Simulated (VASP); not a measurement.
Here is a VASP 6.6.1 calculation.

Contents of POSCAR:

```
BaO
1.0
    0.0000000000      2.7720143027      2.7720143027
    2.7720143027      0.0000000000      2.7720143027
    2.7720143027      2.7720143027      0.0000000000
Ba O
1 1
Direct
    0.0000000000      0.0000000000      0.0000000000
    0.5000000000      0.5000000000      0.5000000000
```

Contents of INCAR.step1:

```
SYSTEM = BaO
PREC = Accurate
ENCUT = 660
ISMEAR = -1
SIGMA = 0.02
LREAL = .FALSE.
LASPH = .TRUE.
NELM = 120
NBANDS = 15
GGA = PE
ALGO = Normal
EDIFF = 1E-5
LWAVE = .TRUE.
LCHARG = .FALSE.
GGA_COMPAT = .FALSE.
```

The input INCAR.step2:

```
SYSTEM = BaO
PREC = Accurate
ENCUT = 660
EDIFF = 1E-6
ISMEAR = -1
SIGMA = 0.02
LREAL = .FALSE.
LASPH = .TRUE.
NELM = 120
ALGO = Normal
ISIF = 2
LWAVE = .FALSE.
LCHARG = .FALSE.
METAGGA = R2SCAN
LMIXTAU = .TRUE.
NBANDS = 15
ISTART = 1
GGA_COMPAT = .FALSE.
```

The input KPOINTS:

```
Automatic mesh
0
G
  8 8 8
  0 0 0
```

Potentials or basis: VASP PAW PBE potentials, release 64 (Ba_sv, O).

Launch:

```bash
$ cat potpaw_PBE.64/Ba_sv/POTCAR potpaw_PBE.64/O/POTCAR > POTCAR
$ cp INCAR.step1 INCAR
$ mpirun -np 1 vasp_std > vasp.out
$ cp INCAR.step2 INCAR
$ mpirun -np 1 vasp_std > vasp.out
```

Task: Estimate the band gap on the k mesh.

Result: 2.32 eV.

Task: Estimate the pressure.

Result: 1.6 GPa.

Caveat: the PAW data sets were made with another functional, which shifts forces and pressure a little; spin-orbit coupling is left out, which moves the levels of the heavy elements. r2SCAN opens gaps a little over a GGA but as a rule still falls short of measured ones.
